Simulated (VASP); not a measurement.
# Cd2SO (I4/mmm) in VASP: a series of runs

Cd2SO is run at these levels: PBE; tasks: single point, relaxation of cell and atoms.

Everything below comes from runs of VASP 6.6.1. Logs are shortened: lines on timing, memory, paths and dates and some standing lists are left out, and cuts for length are marked.

## 1. The cell of the first run

Symmetry: I4/mmm, No. 139, tetragonal system. Conventional cell: a = 6.133 Å, b = 6.133 Å, c = 8.430 Å, α = 90.00°, β = 90.00°, γ = 90.00°. Cd (site symmetry 4mm) has 1 O at 1.93 Å and 1 S at 2.28 Å within 2.6 Å. Within 3.0 Å of S (site symmetry 4/mmm) lie 2 Cd at 2.28 Å. O (site symmetry 4/mmm) has 2 Cd at 1.93 Å within 2.6 Å.

The cell was built from a structure type or drawn by symmetry, and may not be a known phase.

## 2. Single point, PBE

File INCAR:

```
ALGO     = Normal         # electronic algorithm
EDIFF    = 1E-6           # SCF threshold, eV
ENCUT    = 600            # plane-wave cutoff, eV
GGA      = PE             # functional
GGA_COMPAT= F            
ISIF     = 2              # what is computed and relaxed
ISMEAR   = 0              # smearing method
LASPH    = T              # aspherical terms in the spheres
LCHARG   = T              # write CHGCAR
LELF     = T              # ELF
LREAL    = F              # projectors in reciprocal space
LVHAR    = T            
LWAVE    = F              # write WAVECAR
NBANDS   = 34             # bands
NELM     = 120            # most SCF steps
PREC     = Accurate       # precision mode
SIGMA    = 0.1            # smearing width, eV
```

File KPOINTS:

```
k-points
0
Gamma
  6 6 6
```

File POSCAR:

```
Cd2SO
1.0
   -3.0666682042      3.0666682042      4.2148676174
    3.0666682042     -3.0666682042      4.2148676174
    3.0666682042      3.0666682042     -4.2148676174
Cd S O
2 1 1
Direct
    0.7709153568      0.7709153568      0.0000000000
    0.2290846432      0.2290846432      0.0000000000
    0.5000000000      0.5000000000      0.0000000000
    0.0000000000      0.0000000000      0.0000000000
```

Potentials or basis: VASP PAW PBE potentials, release 64 (Cd_sv_GW, S, O).

The run is started by

```
$ cat potpaw_PBE.64/Cd_sv_GW/POTCAR potpaw_PBE.64/S/POTCAR potpaw_PBE.64/O/POTCAR > POTCAR
$ mpirun -np 1 vasp_std > vasp.out
```

OUTCAR:

```text
EDIFF = 1E-6
   ENCUT = 600
   GGA = PE
   ISIF = 2
   ISMEAR = 0
   LASPH = T
   LREAL = F
   NELM = 120
   PREC = Accurate

 ion  position               nearest neighbor table
   1  0.771  0.771  0.000-   4 1.93   3 2.28
   2  0.229  0.229  0.000-   4 1.93   3 2.28
   3  0.500  0.500  0.000-   1 2.28   2 2.28
   4  0.000  0.000  0.000-   1 1.93   2 1.93

  LATTYP: Found a body centered tetragonal cell.
 ALAT       =     6.1333364084
 C/A-ratio  =     1.3744126644

  Lattice vectors:

 A1 = (  -3.0666682042,   3.0666682042,   4.2148676174)
 A2 = (   3.0666682042,  -3.0666682042,   4.2148676174)
 A3 = (   3.0666682042,   3.0666682042,  -4.2148676174)

Analysis of symmetry for initial positions (statically):
=====================================================================
 Subroutine PRICEL returns:
 Original cell was already a primitive cell.

 Routine SETGRP: Setting up the symmetry group for a
 body centered tetragonal supercell.

 Subroutine GETGRP returns: Found 16 space group operations
 (whereof 16 operations were pure point group operations)
 out of a pool of 16 trial point group operations.

The static configuration has the point symmetry D_4h.

Analysis of symmetry for dynamics (positions and initial velocities):
=====================================================================
 Subroutine PRICEL returns:
 Original cell was already a primitive cell.

 Routine SETGRP: Setting up the symmetry group for a
 body centered tetragonal supercell.

 Subroutine GETGRP returns: Found 16 space group operations
 (whereof 16 operations were pure point group operations)
 out of a pool of 16 trial point group operations.

The dynamic configuration has the point symmetry D_4h.

 Subroutine INISYM returns: Found 16 space group operations
 (whereof 16 operations are pure point group operations),
 and found     1 'primitive' translations

----------------------------------------------------------------------------------------

                                     Primitive cell

  volume of cell :     158.5541

  direct lattice vectors                    reciprocal lattice vectors
    -3.066668204  3.066668204  4.214867617     0.000000000  0.163043397  0.118627688
     3.066668204 -3.066668204  4.214867617     0.163043397  0.000000000  0.118627688
     3.066668204  3.066668204 -4.214867617     0.163043397  0.163043397  0.000000000

  length of vectors
     6.047645557  6.047645557  6.047645557     0.201632531  0.201632531  0.230578183

  position of ions in fractional coordinates (direct lattice)
     0.770915357  0.770915357  0.000000000
     0.229084643  0.229084643  0.000000000
     0.500000000  0.500000000  0.000000000
     0.000000000  0.000000000  0.000000000

  ion indices of the primitive-cell ions
   primitive index   ion index
                 1           1
                 2           2
                 3           3
                 4           4

----------------------------------------------------------------------------------------

 KPOINTS: k-points

Automatic generation of k-mesh.
 Grid dimensions read from file:
 generate k-points for:    6    6    6

 Generating k-lattice:

  Cartesian coordinates                     Fractional coordinates (reciprocal lattice)
     0.000000000  0.027173899  0.019771281     0.166666667  0.000000000  0.000000000
     0.027173899  0.000000000  0.019771281     0.000000000  0.166666667  0.000000000
     0.027173899  0.027173899  0.000000000     0.000000000  0.000000000  0.166666667

  Length of vectors
     0.033605422  0.033605422  0.038429697

  Shift w.r.t. Gamma in fractional coordinates (k-lattice)
     0.000000000  0.000000000  0.000000000

 Subroutine IBZKPT returns following result:
 ===========================================

 Found     30 irreducible k-points:

 Following reciprocal coordinates:
            Coordinates               Weight
  0.000000  0.000000  0.000000      1.000000
  0.166667  0.000000  0.000000      8.000000
  0.333333  0.000000  0.000000      8.000000
  0.500000  0.000000  0.000000      4.000000
  0.166667  0.166667 -0.000000      8.000000
  0.333333  0.166667  0.000000     16.000000
[... 16 lines left out ...]
 -0.333333 -0.333333  0.166667      8.000000
 -0.166667 -0.333333  0.166667      8.000000
 [... further k-points ...]
   k-points           NKPTS =     30   k-points in BZ     NKDIM =     30   number of bands    NBANDS=     34
   number of dos      NEDOS =    301   number of ions     NIONS =      4
   total plane-waves  NPLWV = 110592
   dimension x,y,z NGX =    48 NGY =   48 NGZ =   48
   dimension x,y,z NGXF=    96 NGYF=   96 NGZF=   96
   ions per type =               2   1   1
   NGX,Y,Z   is equivalent  to a cutoff of  13.19, 13.19, 13.19 a.u.
   NGXF,Y,Z  is equivalent  to a cutoff of  26.39, 26.39, 26.39 a.u.
 SYSTEM =  unknown system
   PREC   = accura    normal or accurate (medium, high low for compatibility)
   ISTART =      0    job   : 0-new  1-cont  2-samecut
   ICHARG =      2    charge: 1-file 2-atom 10-const
   ISPIN  =      1    spin polarized calculation?
   LNONCOLLINEAR =      F non collinear calculations
   LSORBIT =      F    spin-orbit coupling
   LASPH  =      T    aspherical Exc in radial PAW
   ENCUT  =  600.0 eV  44.10 Ry    6.64 a.u.  12.08 12.08 12.08*2*pi/ulx,y,z
   NELM   =    120;   NELMIN=  2; NELMDL= -5     # of ELM steps
   EDIFF  = 0.1E-05   stopping-criterion for ELM
   LREAL  =      F    real-space projection
   EDIFFG = 0.1E-04   stopping-criterion for IOM
   NSW    =      0    number of steps for IOM
   IBRION =     -1    ionic relax: 0-MD 1-quasi-New 2-CG
   NFREE  =      0    steps in history (QN), initial steepest desc. (CG)
   ISIF   =      2    stress and relaxation
   ISYM   =      2    0-nonsym 1-usesym 2-fastsym
   POTIM  = 0.5000    time-step for ionic-motion
   TEBEG  =    0.0;   TEEND  =   0.0 temperature during run
   PSTRESS=    0.0 pullay stress
   NELECT =      52.0000    total number of electrons
   NUPDOWN=      -1.0000    fix difference up-down
   EMIN   =  10.00;   EMAX   =-10.00  energy-range for DOS
   EFERMI =   0.00;   METHOD = LEGACY
   ISMEAR =     0;   SIGMA  =   0.10  broadening in eV -4-tet -1-fermi 0-gaus
   EFERMI_NEDOS =   21; number of points for ismear=-14 and -15
   IALGO  =     38    algorithm
   IMIX   =      4    mixing-type and parameters
     AMIX     =   0.40;   BMIX     =  1.00
     AMIX_MAG =   1.60;   BMIX_MAG =  1.00
  volume/ion in A,a.u.               =      39.64       267.49
  Fermi-wavevector in a.u.,A,eV,Ry     =   1.128973  2.133449 17.341705  1.274579
  Thomas-Fermi vector in A             =   2.265665
   LORBIT       =      0    0 simple, 1 ext, 2 COOP (PROOUT), +10 PAW based schemes
   GGA     = PE    functional components
   LHFCALC =     F    Hartree Fock is set to
   AEXX    =    0.0000 exact exchange contribution
   IVDW    =     0    specifies the selected vdW correction
   LEPSILON=     F    determine dielectric tensor
   LRPA    =     F    only Hartree local field effects (RPA)
 non-spin polarized calculation
 Gauss-broadening in eV      SIGMA  =   0.10
  energy-cutoff  :      600.00
  volume of cell :      158.55
 maximum number of plane-waves:      5336
   NGX = 25   NGY = 25   NGZ = 25

 number of electron      52.0000017 magnetization

 Free energy of the ion-electron system (eV)
  ---------------------------------------------------
  ext. energy  EPLUGINS =         0.00000000
  ---------------------------------------------------
  free energy    TOTEN  =       -10.87212811 eV

  energy without entropy =      -10.87202540  energy(sigma->0) =      -10.87207676

 E-fermi :  -0.8050     XC(G=0):  -6.5051

 val. band max:       -0.9953684552   @ k =   0.5000   0.5000   0.0000
 cond. band min:      -0.6707965486   @ k =   0.0000   0.0000   0.0000
 fundamental gap:      0.3245719066
 Fermi energy:        -0.8049505494

 k-point     1 :       0.0000    0.0000    0.0000
  band No.  band energies     occupation
      1    -103.0227      2.00000
      2    -103.0227      2.00000
      3     -64.0998      2.00000
      4     -64.0998      2.00000
      5     -64.0998      2.00000
      6     -64.0998      2.00000
[... 26 lines left out ...]
     33       6.5872      0.00000
     34       6.6336      0.00000

 k-point     2 :       0.1667    0.0000    0.0000
  band No.  band energies     occupation
      1    -103.0227      2.00000
      2    -103.0227      2.00000
      3     -64.0998      2.00000
      4     -64.0998      2.00000
      5     -64.0998      2.00000
      6     -64.0997      2.00000
[... 26 lines left out ...]
     33       6.2577      0.00000
     34       6.9637      0.00000

 k-point     3 :       0.3333    0.0000    0.0000
  band No.  band energies     occupation
      1    -103.0227      2.00000
      2    -103.0227      2.00000
      3     -64.0999      2.00000
      4     -64.0998      2.00000
      5     -64.0998      2.00000
      6     -64.0998      2.00000
[... 26 lines left out ...]
     33       6.4640      0.00000
     34       7.0875      0.00000

 k-point     4 :       0.5000    0.0000    0.0000
  band No.  band energies     occupation
      1    -103.0227      2.00000
      2    -103.0227      2.00000
      3     -64.0999      2.00000
      4     -64.0999      2.00000
      5     -64.0998      2.00000
      6     -64.0998      2.00000
[... 26 lines left out ...]
     33       6.5208      0.00000
     34       7.1956      0.00000

 k-point     5 :       0.1667    0.1667   -0.0000
  band No.  band energies     occupation
      1    -103.0227      2.00000
      2    -103.0227      2.00000
      3     -64.0998      2.00000
      4     -64.0998      2.00000
      5     -64.0997      2.00000
      6     -64.0997      2.00000
[... 621 lines left out ...]
 k-point    22 :      -0.1667    0.5000    0.1667
  band No.  band energies     occupation
      1    -103.0227      2.00000
      2    -103.0227      2.00000
      3     -64.0999      2.00000
      4     -64.0998      2.00000
      5     -64.0998      2.00000
      6     -64.0998      2.00000
[... 26 lines left out ...]
     33       6.1824      0.00000
     34       6.4087      0.00000

 k-point    23 :      -0.3333   -0.3333    0.1667
  band No.  band energies     occupation
      1    -103.0227      2.00000
      2    -103.0227      2.00000
      3     -64.0998      2.00000
      4     -64.0998      2.00000
      5     -64.0998      2.00000
      6     -64.0998      2.00000
[... 26 lines left out ...]
     33       5.7981      0.00000
     34       6.1598      0.00000

 k-point    24 :      -0.1667   -0.3333    0.1667
  band No.  band energies     occupation
      1    -103.0227      2.00000
      2    -103.0227      2.00000
      3     -64.0999      2.00000
      4     -64.0998      2.00000
      5     -64.0998      2.00000
      6     -64.0998      2.00000
[... 26 lines left out ...]
     33       5.7199      0.00000
     34       6.3635      0.00000

 [... further k-points ...]

------------------------ aborting loop because EDIFF is reached ----------------------------------------

  FORCE on cell =-STRESS in cart. coord.  units (eV):
  Direction    XX          YY          ZZ          XY          YZ          ZX
  --------------------------------------------------------------------------------------
  -------------------------------------------------------------------------------------
  Total        0.0369070      0.0369070     -0.2090200      0.0000000     -0.0000000      0.0000000
  in kB        0.3729429      0.3729429     -2.1121311      0.0000000     -0.0000000      0.0000000
  external PRESSURE =      -0.4554151 kB  Pullay stress =       0.0000000 kB

 VOLUME and BASIS-vectors are now :
 -----------------------------------------------------------------------------
  energy-cutoff  :      600.00
  volume of cell :      158.55
      direct lattice vectors                 reciprocal lattice vectors
    -3.066668204  3.066668204  4.214867617     0.000000000  0.163043397  0.118627688
     3.066668204 -3.066668204  4.214867617     0.163043397  0.000000000  0.118627688
     3.066668204  3.066668204 -4.214867617     0.163043397  0.163043397  0.000000000

 POSITION                                       TOTAL-FORCE (eV/Angst)
 -----------------------------------------------------------------------------------
      0.00000      0.00000      6.49861         0.000000      0.000000     -0.042836
      0.00000      0.00000      1.93112        -0.000000     -0.000000      0.042836
      0.00000      0.00000      4.21487        -0.000000     -0.000000      0.000000
      0.00000      0.00000      0.00000        -0.000000     -0.000000      0.000000
 -----------------------------------------------------------------------------------
    total drift:                               -0.000000      0.000000     -0.000000

  FREE ENERGIE OF THE ION-ELECTRON SYSTEM (eV)
  ---------------------------------------------------
  free  energy   TOTEN  =       -10.8721281066 eV

  energy  without entropy=      -10.8720254041  energy(sigma->0) =      -10.87207676
```

It took 3 min on 1 thread of Intel Xeon Platinum 8488C (Sapphire Rapids), shared host; peak memory 0.44 GiB.

What came out:

* Free energy: -10.8721 eV
* Pressure: 0.0 GPa
* Largest force: 0.043 eV/Å
* Band gap on the k mesh: 0.32 eV (least direct gap 0.65 eV)

Forces on the atoms (eV/Å):
```
Cd   0.000  0.000 -0.043
Cd   0.000  0.000  0.043
S    0.000  0.000  0.000
O    0.000  0.000  0.000
```

Stress tensor (GPa, compression positive):
```
 0.04  0.00  0.00
 0.00  0.04  0.00
 0.00  0.00 -0.21
```

Levels at points of the mesh, in eV from the valence-band top:
```tsv
k point	band 22	band 23	band 24	band 25	band 26	band 27	band 28	band 29	band 30	band 31
(0.00, 0.00, 0.00)	-2.84	-0.98	-0.98	-0.33	-0.33	0.32	3.50	3.50	6.52	7.25
(0.50, 0.00, 0.00)	-3.15	-0.94	-0.91	-0.72	-0.63	2.66	3.49	4.82	5.02	5.61
(0.50, 0.50, 0.00)	-2.81	-1.73	-0.92	-0.42	0.00	1.31	2.71	4.14	6.02	6.73
(0.50, 0.50, 0.50)	-2.76	-1.54	-1.54	-0.02	-0.02	2.19	4.85	5.11	5.11	5.62
```

A k mesh can miss the band edges.

## 3. Relaxation of cell and atoms, PBE

This run uses another cell than the first one, of 19.81 Å³/atom.

File INCAR:

```
  PREC = Accurate
  ENCUT = 600
  EDIFF = 1E-7
  ISMEAR = 0
  SIGMA = 0.1
  LREAL = F
  LASPH = T
  NELM = 80
  ALGO = Normal
  ISIF = 3
  LWAVE = F
  LCHARG = F
  GGA = PE
  IBRION = 2
  NSW = 90
  EDIFFG = -0.04
```

File KPOINTS:

```
regular mesh
0
Gamma
  6 6 6
```

File POSCAR:

```
Cd2SO
1.0
   -2.2667149800      2.2667149800      3.8551951300
    2.2667149800     -2.2667149800      3.8551951300
    2.2667149800      2.2667149800     -3.8551951300
Cd S O
2 1 1
Direct
    0.7349694500      0.7349694500      0.0000000000
    0.2650305500      0.2650305500      0.0000000000
    0.5000000000      0.5000000000      0.0000000000
    0.0000000000      0.0000000000      0.0000000000
```

Potentials or basis: VASP PAW PBE potentials, release 64 (Cd, S, O).

The run is started by

```
$ cat potpaw_PBE.64/Cd/POTCAR potpaw_PBE.64/S/POTCAR potpaw_PBE.64/O/POTCAR > POTCAR
$ mpirun -np 1 vasp_std > vasp.out
```

It took 19 min on 1 thread of Intel Xeon Platinum 8375C at 2.90GHz (Ice Lake), shared host; peak memory 0.29 GiB.

The run converged. Its results:

- Free energy: -10.4255 eV
- Relaxed volume: 32.46 Å³/atom
- Relaxed cell: a = 5.772 Å, b = 5.772 Å, c = 5.772 Å, α = 122.75°, β = 122.75°, γ = 85.30°
- Space group after relaxing (to 0.1 Å): I4/mmm (No. 139)
- Energy gained by relaxing: 1774.7 meV/atom
- Ionic steps: 26
- Pressure after relaxing: 0.0 GPa
- Largest force after relaxing: 0.018 eV/Å
- Band gap on the k mesh: zero (bands 18 and 19 overlap by 0.39 eV)

Forces in eV/Å, atoms in the order of the input:
```
Cd   0.000  0.000 -0.018
Cd   0.000  0.000  0.018
S    0.000  0.000  0.000
O    0.000  0.000  0.000
```

Stress tensor (GPa, compression positive):
```
 0.05  0.00  0.00
 0.00  0.05  0.00
 0.00  0.00 -0.14
```

The path:
```tsv
step	energy change (eV)	largest force (eV/Å)	pressure (GPa)	volume (Å³)
1	0.0000	19.0756	47.02	79.23
2	-2.0253	1.7153	-6.71	152.78
3	-2.9678	1.5829	-4.90	142.20
4	-3.3964	1.5763	-4.22	136.16
5	-4.8659	2.6201	-1.28	111.96
6	-5.9303	3.8787	4.54	95.22
7	-6.0739	3.7958	12.47	87.13
8	-6.0666	4.1081	7.94	91.07
9	-6.0867	4.0780	8.93	90.06
10	-5.9062	0.8278	-6.22	106.89
11	-6.5067	0.6761	-0.46	96.59
12	-6.5103	0.8337	0.04	96.08
13	-6.5105	0.9089	0.28	95.84
14	-6.6715	0.6019	1.26	96.76
15	-6.7782	0.5481	4.59	98.24
16	-6.7883	0.1124	3.32	97.85
17	-6.7900	0.2416	3.72	97.98
18	-6.8851	0.7932	2.16	103.94
19	-6.9301	1.4484	0.69	111.91
20	-7.0369	0.7784	0.50	117.98
21	-7.0918	0.3776	0.52	127.32
22	-7.0926	0.2408	0.50	126.29
23	-7.0926	0.2799	0.50	126.59
24	-7.0963	0.1345	-0.28	129.81
25	-7.0965	0.1614	-0.13	129.19
26	-7.0986	0.0175	-0.02	129.84
```

Final structure:
```xyz
4
Lattice="-2.7652 2.7652 4.2451 2.7652 -2.7652 4.2451 2.7652 2.7652 -4.2451" Properties=species:S:1:pos:R:3 pbc="T T T"
Cd    0.0000    0.0000    6.5460
Cd    2.7652    2.7652   -2.3009
S     0.0000    0.0000    4.2451
O     0.0000    0.0000    0.0000
```

Levels at points of the mesh, in eV from the Fermi level:
```csv
k point,band 14,band 15,band 16,band 17,band 18,band 19,band 20,band 21,band 22
"(0.00, 0.00, 0.00)",-2.95,-0.93,-0.93,-0.66,-0.66,-0.44,3.02,3.02,7.27
"(0.50, 0.00, 0.00)",-3.43,-1.08,-1.04,-1.02,-0.87,2.10,3.12,4.77,5.21
"(0.50, 0.50, 0.00)",-3.00,-2.24,-0.95,-0.74,-0.05,1.00,1.84,3.72,5.80
"(0.50, 0.50, 0.50)",-2.89,-1.87,-1.87,-0.10,-0.10,2.36,4.46,4.92,4.92
```

Caveat: the volume moved by over 15 % at a fixed basis, so the end points are rough; semilocal functionals underestimate gaps, so a narrow gap can read as zero.
